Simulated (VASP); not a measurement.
# KF (I4/mmm) in VASP: notebook

KF is run at these levels: LDA; tasks: single point.

Program: VASP 6.6.1. These are calculated values, not measurements. Logs are shortened: lines on timing, memory, paths and dates and some standing lists are left out, and cuts for length are marked.

## (1) The cell of the first run

It takes space group I4/mmm (No. 139, tetragonal). The conventional cell has a = 3.781 Å, b = 3.781 Å, c = 5.481 Å, α = 90.00°, β = 90.00°, γ = 90.00°. Within 3.5 Å of K (site symmetry 4/mmm) lie 6 F at 2.67 to 2.74 Å. F (site symmetry 4/mmm) has 6 K at 2.67 to 2.74 Å within 3.5 Å.

## (2) Single point, LDA (strain +0.000 along x and y, +0.025 along z)

INCAR reads:

```
SYSTEM = KF
PREC = Accurate
ENCUT = 520
EDIFF = 1E-6
ISMEAR = 0
SIGMA = 0.05
LREAL = .FALSE.
LASPH = .TRUE.
NELM = 60
ALGO = Normal
ISIF = 2
LWAVE = .FALSE.
LCHARG = .FALSE.
GGA = CA
NBANDS = 15
```

KPOINTS reads:

```
Automatic mesh
0
G
  8 8 8
  0 0 0
```

POSCAR reads:

```
KF
1.0
    0.0000000000      2.6735000000      2.7403375000
    2.6735000000      0.0000000000      2.7403375000
    2.6735000000      2.6735000000      0.0000000000
K F
1 1
Direct
    0.0000000000      0.0000000000      0.0000000000
    0.5000000000      0.5000000000      0.5000000000
```

Potentials or basis: VASP PAW LDA potentials, release 64 (K_sv, F).

Launch:

```
$ cat potpaw_LDA.64/K_sv/POTCAR potpaw_LDA.64/F/POTCAR > POTCAR
$ mpirun -np 1 vasp_std > vasp.out
```

OUTCAR:

```text
SYSTEM = KF
   PREC = Accurate
   ENCUT = 520
   EDIFF = 1E-6
   ISMEAR = 0
   LREAL = .FALSE.
   LASPH = .TRUE.
   NELM = 60
   ISIF = 2
   GGA = CA

 ion  position               nearest neighbor table
   1  0.000  0.000  0.000-   2 2.67   2 2.67   2 2.67   2 2.67   2 2.74   2 2.74
   2  0.500  0.500  0.500-   1 2.67   1 2.67   1 2.67   1 2.67   1 2.74   1 2.74

  LATTYP: Found a body centered tetragonal cell.
 ALAT       =     3.7808999590
 C/A-ratio  =     1.4495689014

  Lattice vectors:

 A1 = (  -2.6735000000,   0.0000000000,   2.7403375000)
 A2 = (   2.6735000000,   0.0000000000,   2.7403375000)
 A3 = (   0.0000000000,   2.6735000000,  -2.7403375000)

Analysis of symmetry for initial positions (statically):
=====================================================================
 Subroutine PRICEL returns:
 Original cell was already a primitive cell.

 Routine SETGRP: Setting up the symmetry group for a
 body centered tetragonal supercell.

 Subroutine GETGRP returns: Found 16 space group operations
 (whereof 16 operations were pure point group operations)
 out of a pool of 16 trial point group operations.

The static configuration has the point symmetry D_4h.

Analysis of symmetry for dynamics (positions and initial velocities):
=====================================================================
 Subroutine PRICEL returns:
 Original cell was already a primitive cell.

 Routine SETGRP: Setting up the symmetry group for a
 body centered tetragonal supercell.

 Subroutine GETGRP returns: Found 16 space group operations
 (whereof 16 operations were pure point group operations)
 out of a pool of 16 trial point group operations.

The dynamic configuration has the point symmetry D_4h.

 Subroutine INISYM returns: Found 16 space group operations
 (whereof 16 operations are pure point group operations),
 and found     1 'primitive' translations

----------------------------------------------------------------------------------------

                                     Primitive cell

  volume of cell :      39.1737

  direct lattice vectors                    reciprocal lattice vectors
     0.000000000  2.673500000  2.740337500    -0.187020759  0.187020759  0.182459277
     2.673500000  0.000000000  2.740337500     0.187020759 -0.187020759  0.182459277
     2.673500000  2.673500000  0.000000000     0.187020759  0.187020759 -0.182459277

  length of vectors
     3.828452933  3.828452933  3.780899959     0.321317470  0.321317470  0.321317470

  position of ions in fractional coordinates (direct lattice)
     0.000000000  0.000000000  0.000000000
     0.500000000  0.500000000  0.500000000

  ion indices of the primitive-cell ions
   primitive index   ion index
                 1           1
                 2           2

----------------------------------------------------------------------------------------

 KPOINTS: Automatic mesh

Automatic generation of k-mesh.
 Grid dimensions read from file:
 generate k-points for:    8    8    8

 Generating k-lattice:

  Cartesian coordinates                     Fractional coordinates (reciprocal lattice)
    -0.023377595  0.023377595  0.022807410     0.125000000  0.000000000  0.000000000
     0.023377595 -0.023377595  0.022807410     0.000000000  0.125000000  0.000000000
     0.023377595  0.023377595 -0.022807410     0.000000000  0.000000000  0.125000000

  Length of vectors
     0.040164684  0.040164684  0.040164684

  Shift w.r.t. Gamma in fractional coordinates (k-lattice)
     0.000000000  0.000000000  0.000000000

 Subroutine IBZKPT returns following result:
 ===========================================

 Found     59 irreducible k-points:

 Following reciprocal coordinates:
            Coordinates               Weight
  0.000000  0.000000  0.000000      1.000000
  0.125000  0.000000  0.000000      8.000000
  0.250000  0.000000  0.000000      8.000000
  0.375000  0.000000  0.000000      8.000000
  0.500000  0.000000  0.000000      4.000000
  0.125000  0.125000  0.000000      2.000000
[... 16 lines left out ...]
  0.250000  0.000000  0.125000     16.000000
  0.375000  0.000000  0.125000     16.000000
 [... further k-points ...]
   k-points           NKPTS =     59   k-points in BZ     NKDIM =     59   number of bands    NBANDS=     15
   number of dos      NEDOS =    301   number of ions     NIONS =      2
   total plane-waves  NPLWV =  21952
   dimension x,y,z NGX =    28 NGY =   28 NGZ =   28
   dimension x,y,z NGXF=    56 NGYF=   56 NGZF=   56
   ions per type =               1   1
   NGX,Y,Z   is equivalent  to a cutoff of  12.16, 12.16, 12.31 a.u.
   NGXF,Y,Z  is equivalent  to a cutoff of  24.32, 24.32, 24.62 a.u.
 SYSTEM =  KF
   PREC   = accura    normal or accurate (medium, high low for compatibility)
   ISTART =      0    job   : 0-new  1-cont  2-samecut
   ICHARG =      2    charge: 1-file 2-atom 10-const
   ISPIN  =      1    spin polarized calculation?
   LNONCOLLINEAR =      F non collinear calculations
   LSORBIT =      F    spin-orbit coupling
   LASPH  =      T    aspherical Exc in radial PAW
   ENCUT  =  520.0 eV  38.22 Ry    6.18 a.u.   7.12  7.12  7.03*2*pi/ulx,y,z
   NELM   =     60;   NELMIN=  2; NELMDL= -5     # of ELM steps
   EDIFF  = 0.1E-05   stopping-criterion for ELM
   LREAL  =      F    real-space projection
   EDIFFG = 0.1E-04   stopping-criterion for IOM
   NSW    =      0    number of steps for IOM
   IBRION =     -1    ionic relax: 0-MD 1-quasi-New 2-CG
   NFREE  =      0    steps in history (QN), initial steepest desc. (CG)
   ISIF   =      2    stress and relaxation
   ISYM   =      2    0-nonsym 1-usesym 2-fastsym
   POTIM  = 0.5000    time-step for ionic-motion
   TEBEG  =    0.0;   TEEND  =   0.0 temperature during run
   PSTRESS=    0.0 pullay stress
   NELECT =      16.0000    total number of electrons
   NUPDOWN=      -1.0000    fix difference up-down
   EMIN   =  10.00;   EMAX   =-10.00  energy-range for DOS
   EFERMI =   0.00;   METHOD = LEGACY
   ISMEAR =     0;   SIGMA  =   0.05  broadening in eV -4-tet -1-fermi 0-gaus
   EFERMI_NEDOS =   21; number of points for ismear=-14 and -15
   IALGO  =     38    algorithm
   IMIX   =      4    mixing-type and parameters
     AMIX     =   0.40;   BMIX     =  1.00
     AMIX_MAG =   1.60;   BMIX_MAG =  1.00
  volume/ion in A,a.u.               =      19.59       132.18
  Fermi-wavevector in a.u.,A,eV,Ry     =   1.214647  2.295350 20.073585  1.475367
  Thomas-Fermi vector in A             =   2.350060
   LORBIT       =      0    0 simple, 1 ext, 2 COOP (PROOUT), +10 PAW based schemes
   GGA     = CA    functional components
   LHFCALC =     F    Hartree Fock is set to
   AEXX    =    0.0000 exact exchange contribution
   IVDW    =     0    specifies the selected vdW correction
   LEPSILON=     F    determine dielectric tensor
   LRPA    =     F    only Hartree local field effects (RPA)
 non-spin polarized calculation
 Gauss-broadening in eV      SIGMA  =   0.05
  energy-cutoff  :      520.00
  volume of cell :       39.17
 maximum number of plane-waves:      1074
   NGX = 15   NGY = 15   NGZ = 13

 number of electron      15.9999991 magnetization

 Free energy of the ion-electron system (eV)
  ---------------------------------------------------
  ext. energy  EPLUGINS =         0.00000000
  ---------------------------------------------------
  free energy    TOTEN  =        -9.00973762 eV

  energy without entropy =       -9.00973762  energy(sigma->0) =       -9.00973762

 E-fermi :  -3.0687     XC(G=0):  -8.9978

 val. band max:       -3.2902274416   @ k =   0.0000   0.0000   0.0000
 cond. band min:       2.3569043480   @ k =   0.0000   0.0000   0.0000
 fundamental gap:      5.6471317896
 Fermi energy:        -3.0687122097

 k-point     1 :       0.0000    0.0000    0.0000
  band No.  band energies     occupation
      1     -29.0029      2.00000
      2     -21.5050      2.00000
      3     -12.4989      2.00000
      4     -12.4933      2.00000
      5     -12.4933      2.00000
      6      -3.3222      2.00000
      7      -3.2902      2.00000
      8      -3.2902      2.00000
      9       2.3569      0.00000
     10       7.0468      0.00000
     11       7.1948      0.00000
     12       7.1948      0.00000
     13       8.7231      0.00000
     14       8.9608      0.00000
     15      12.9136      0.00000

 k-point     2 :       0.1250    0.0000    0.0000
  band No.  band energies     occupation
      1     -28.9895      2.00000
      2     -21.5171      2.00000
      3     -12.5369      2.00000
      4     -12.5038      2.00000
      5     -12.4970      2.00000
      6      -3.4486      2.00000
      7      -3.3606      2.00000
      8      -3.3446      2.00000
      9       2.7888      0.00000
     10       6.8577      0.00000
     11       7.3133      0.00000
     12       7.4035      0.00000
     13       8.8649      0.00000
     14       9.0992      0.00000
     15      13.7009      0.00000

 k-point     3 :       0.2500    0.0000    0.0000
  band No.  band energies     occupation
      1     -28.9569      2.00000
      2     -21.5471      2.00000
      3     -12.6352      2.00000
      4     -12.5211      2.00000
      5     -12.5056      2.00000
      6      -3.7541      2.00000
      7      -3.4804      2.00000
      8      -3.4729      2.00000
      9       3.8631      0.00000
     10       6.4598      0.00000
     11       7.8276      0.00000
     12       7.9277      0.00000
     13       9.3209      0.00000
     14       9.5262      0.00000
     15      14.8248      0.00000

 k-point     4 :       0.3750    0.0000    0.0000
  band No.  band energies     occupation
      1     -28.9240      2.00000
      2     -21.5775      2.00000
      3     -12.7322      2.00000
      4     -12.5381      2.00000
      5     -12.5140      2.00000
      6      -4.0166      2.00000
      7      -3.5975      2.00000
      8      -3.5954      2.00000
      9       4.9868      0.00000
     10       6.4408      0.00000
     11       8.2993      0.00000
     12       8.4364      0.00000
     13      10.1659      0.00000
     14      10.2823      0.00000
     15      13.4030      0.00000
[... 307 lines left out ...]
 k-point    22 :       0.1250    0.0000    0.1250
  band No.  band energies     occupation
      1     -28.9846      2.00000
      2     -21.5205      2.00000
      3     -12.5283      2.00000
      4     -12.5276      2.00000
      5     -12.5070      2.00000
      6      -3.5491      2.00000
      7      -3.3432      2.00000
      8      -3.3102      2.00000
      9       2.9048      0.00000
     10       6.5878      0.00000
     11       7.4666      0.00000
     12       7.5917      0.00000
     13       8.9061      0.00000
     14       9.1223      0.00000
     15      13.9766      0.00000

 k-point    23 :       0.2500    0.0000    0.1250
  band No.  band energies     occupation
      1     -28.9586      2.00000
      2     -21.5402      2.00000
      3     -12.6096      2.00000
      4     -12.5569      2.00000
      5     -12.5241      2.00000
      6      -3.7520      2.00000
      7      -3.4215      2.00000
      8      -3.3834      2.00000
      9       3.7187      0.00000
     10       6.1523      0.00000
     11       7.9561      0.00000
     12       8.0642      0.00000
     13       9.2286      0.00000
     14       9.3688      0.00000
     15      15.1219      0.00000

 k-point    24 :       0.3750    0.0000    0.1250
  band No.  band energies     occupation
      1     -28.9263      2.00000
      2     -21.5648      2.00000
      3     -12.7179      2.00000
      4     -12.5736      2.00000
      5     -12.5531      2.00000
      6      -3.9160      2.00000
      7      -3.5620      2.00000
      8      -3.5026      2.00000
      9       4.8499      0.00000
     10       6.0530      0.00000
     11       8.3337      0.00000
     12       8.5183      0.00000
     13       9.8857      0.00000
     14      10.0883      0.00000
     15      13.7343      0.00000

 [... further k-points ...]
[... 5 lines left out ...]
  --------------------------------------------------------------------------------------
  -------------------------------------------------------------------------------------
  Total       -0.9075790     -0.9075790     -1.1114559      0.0000000     -0.0000000     -0.0000000
  in kB      -37.1193695    -37.1193695    -45.4577963      0.0000000     -0.0000000     -0.0000000
  external PRESSURE =     -39.8988451 kB  Pullay stress =       0.0000000 kB

 VOLUME and BASIS-vectors are now :
 -----------------------------------------------------------------------------
  energy-cutoff  :      520.00
  volume of cell :       39.17
      direct lattice vectors                 reciprocal lattice vectors
     0.000000000  2.673500000  2.740337500    -0.187020759  0.187020759  0.182459277
     2.673500000  0.000000000  2.740337500     0.187020759 -0.187020759  0.182459277
     2.673500000  2.673500000  0.000000000     0.187020759  0.187020759 -0.182459277

 POSITION                                       TOTAL-FORCE (eV/Angst)
 -----------------------------------------------------------------------------------
      0.00000      0.00000      0.00000         0.000000     -0.000000     -0.000000
      2.67350      2.67350      2.74034        -0.000000      0.000000      0.000000
 -----------------------------------------------------------------------------------
    total drift:                                0.000000      0.000000      0.000000

  FREE ENERGIE OF THE ION-ELECTRON SYSTEM (eV)
  ---------------------------------------------------
  free  energy   TOTEN  =        -9.0097376190 eV

  energy  without entropy=       -9.0097376190  energy(sigma->0) =       -9.00973762
```

It took 15 s on 1 thread of Intel Xeon Platinum 8488C (Sapphire Rapids), shared host; peak memory 0.16 GiB.

Results:

- Free energy: -9.0097 eV
- Pressure: -4.0 GPa
- Band gap on the k mesh: 5.65 eV, direct

Caveat: the cell differs from its parent crystal (strain +0.000 along x and y, +0.025 along z). A k mesh can miss the band edges.

## (3) Single point, LDA (strain +0.025 along x and y, +0.000 along z)

INCAR reads:

```
PREC = Accurate
ENCUT = 520
EDIFF = 1E-7
ISMEAR = 0
SIGMA = 0.05
LREAL = F
LASPH = T
NELM = 100
ALGO = Normal
ISIF = 2
LWAVE = F
LCHARG = T
GGA = CA
LELF = T
LVHAR = T
NBANDS = 15
```

KPOINTS reads:

```
Automatic mesh
0
Gamma
  8 8 8
```

POSCAR reads:

```
KF
1.0
    0.0000000000      2.7403375000      2.6735000000
    2.7403375000      0.0000000000      2.6735000000
    2.7403375000      2.7403375000      0.0000000000
K F
1 1
Direct
    0.0000000000      0.0000000000      0.0000000000
    0.5000000000      0.5000000000      0.5000000000
```

Potentials or basis: VASP PAW LDA potentials, release 64 (K_sv, F).

Launch:

```
$ cat potpaw_LDA.64/K_sv/POTCAR potpaw_LDA.64/F/POTCAR > POTCAR
$ mpirun -np 1 vasp_std > vasp.out
```

Run time: 18 s. Hardware: 1 thread of Intel Xeon Platinum 8488C (Sapphire Rapids), shared host; peak memory 0.16 GiB.

Results (log left out):

```
Free energy            : -8.9847 eV
Pressure               : -4.5 GPa
Band gap on the k mesh : 5.52 eV, direct
```

Stress tensor (GPa, compression positive):
```
-4.77  0.00  0.00
 0.00 -4.77  0.00
 0.00  0.00 -3.98
```

Levels at points of the mesh, in eV from the valence-band top:
```csv
k point,band 6,band 7,band 8,band 9,band 10,band 11
"(0.00, 0.00, 0.00)",-0.03,-0.03,0.00,5.52,10.31,10.31
"(0.50, 0.00, 0.00)",-0.81,-0.35,-0.34,8.54,9.83,11.62
"(0.50, 0.50, 0.00)",-0.22,-0.10,-0.10,7.78,9.83,11.13
"(0.50, 0.00, 0.50)",-0.28,-0.10,-0.06,7.87,9.80,10.91
```

Caveat: the cell differs from its parent crystal (strain +0.025 along x and y, +0.000 along z).

## (4) Single point, LDA (strain +0.025 along x and y, +0.050 along z)

INCAR reads:

```
PREC     = Accurate       # precision mode
ENCUT    = 520            # plane-wave cutoff, eV
EDIFF    = 1E-7           # SCF threshold, eV
ISMEAR   = 0              # smearing method
SIGMA    = 0.05           # smearing width, eV
LREAL    = F              # projectors in reciprocal space
LASPH    = T              # aspherical terms in the spheres
NELM     = 100            # most SCF steps
ALGO     = Normal         # electronic algorithm
ISIF     = 2              # what is computed and relaxed
LWAVE    = F              # write WAVECAR
LCHARG   = T              # write CHGCAR
GGA      = CA             # functional
LELF     = T              # ELF
LVHAR    = T            
NBANDS   = 15             # bands
```

KPOINTS reads:

```
regular mesh
0
Gamma
  8 8 8
```

POSCAR reads:

```
KF
1.0
    0.0000000000      2.7403375000      2.8071750000
    2.7403375000      0.0000000000      2.8071750000
    2.7403375000      2.7403375000      0.0000000000
K F
1 1
Direct
    0.0000000000      0.0000000000      0.0000000000
    0.5000000000      0.5000000000      0.5000000000
```

Launch:

```
$ cat potpaw_LDA.64/K_sv/POTCAR potpaw_LDA.64/F/POTCAR > POTCAR
$ mpirun -np 1 vasp_std > vasp.out
```

Run time: 21 s. Hardware: 1 thread of Intel Xeon Platinum 8488C (Sapphire Rapids), shared host; peak memory 0.17 GiB.

Results (log left out):

```
Free energy            : -8.9253 eV
Pressure               : -5.3 GPa
Band gap on the k mesh : 5.31 eV, direct
```

Stress tensor (GPa, compression positive):
```
-5.16  0.00  0.00
 0.00 -5.16  0.00
 0.00  0.00 -5.57
```

Levels at points of the mesh, in eV from the valence-band top:
| k point | band 5 | band 6 | band 7 | band 8 | band 9 | band 10 | band 11 | band 12 |
| --- | --- | --- | --- | --- | --- | --- | --- | --- |
| (0.00, 0.00, 0.00) | -9.46 | -0.02 | 0.00 | 0.00 | 5.31 | 10.14 | 10.28 | 10.28 |
| (0.50, 0.00, 0.00) | -9.48 | -0.74 | -0.30 | -0.29 | 8.36 | 9.51 | 11.42 | 11.57 |
| (0.50, 0.50, 0.00) | -9.61 | -0.29 | -0.07 | -0.07 | 7.87 | 9.54 | 10.49 | 13.05 |
| (0.50, 0.00, 0.50) | -9.63 | -0.25 | -0.10 | -0.07 | 7.79 | 9.57 | 10.71 | 13.04 |

Caveat: the cell differs from its parent crystal (strain +0.025 along x and y, +0.050 along z). A k mesh can miss the band edges.

## (5) Single point, LDA (strain +0.050 along x and y, +0.025 along z)

INCAR reads:

```
PREC = Accurate ; ENCUT = 520
EDIFF = 1E-7 ; ISMEAR = 0
SIGMA = 0.05 ; LREAL = False
LASPH = True ; NELM = 80
ALGO = Normal ; ISIF = 2
LWAVE = False ; LCHARG = True
GGA = CA ; LELF = True
LVHAR = True ; NBANDS = 15
```

KPOINTS reads:

```
Automatic mesh
0
Gamma
  8 8 8
```

POSCAR reads:

```
KF
1.0
    0.0000000000      2.8071750000      2.7403375000
    2.8071750000      0.0000000000      2.7403375000
    2.8071750000      2.8071750000      0.0000000000
K F
1 1
Direct
    0.0000000000      0.0000000000      0.0000000000
    0.5000000000      0.5000000000      0.5000000000
```

Launch:

```
$ cat potpaw_LDA.64/K_sv/POTCAR potpaw_LDA.64/F/POTCAR > POTCAR
$ mpirun -np 1 vasp_std > vasp.out
```

Wall time 21 s (1 thread of Intel Xeon Platinum 8488C (Sapphire Rapids), shared host); peak memory 0.17 GiB.

It converged, with:

```
Free energy            : -8.8912 eV
Pressure               : -5.6 GPa
Band gap on the k mesh : 5.20 eV, direct
```

Stress tensor (GPa, compression positive):
```
-5.73  0.00  0.00
 0.00 -5.73  0.00
 0.00  0.00 -5.35
```

Levels at points of the mesh, in eV from the valence-band top:
```
           k point  band 4  band 5  band 6  band 7  band 8  band 9  band 10  band 11  band 12  band 13
(0.00, 0.00, 0.00)   -9.56   -9.55   -0.02   -0.02    0.00    5.20    10.11    10.11    10.24    11.61
(0.50, 0.00, 0.00)   -9.60   -9.57   -0.72   -0.29   -0.28    8.25     9.35    11.29    11.45    13.50
(0.50, 0.50, 0.00)   -9.72   -9.72   -0.25   -0.10   -0.10    7.72     9.45    10.60    12.90    13.50
(0.50, 0.00, 0.50)   -9.71   -9.69   -0.29   -0.09   -0.07    7.81     9.41    10.39    12.91    13.41
```

Caveat: the cell differs from its parent crystal (strain +0.050 along x and y, +0.025 along z). A k mesh can miss the band edges.

## (6) Overview

| cell | gap on the mesh (eV) | pressure (GPa) |
| --- | --- | --- |
| a = 3.828, b = 3.828, c = 3.781 Å, angles 60.4, 60.4, 59.2°, 2 atoms | 5.65 | -4.0 |
| a = 3.828, b = 3.828, c = 3.875 Å, angles 59.6, 59.6, 60.8°, 2 atoms | 5.52 | -4.5 |
| a = 3.923, b = 3.923, c = 3.875 Å, angles 60.4, 60.4, 59.2°, 2 atoms | 5.31 | -5.3 |
| a = 3.923, b = 3.923, c = 3.970 Å, angles 59.6, 59.6, 60.8°, 2 atoms | 5.20 | -5.6 |

Alike in all rows: task single point; level LDA; potentials or basis VASP PAW LDA potentials, release 64 (K_sv, F); no spin polarisation; k mesh 8 × 8 × 8; cutoff (eV) 520; smearing gaussian 0.05 eV.

Total energies depend on the potentials used, so only differences within one code and one set of settings carry meaning.
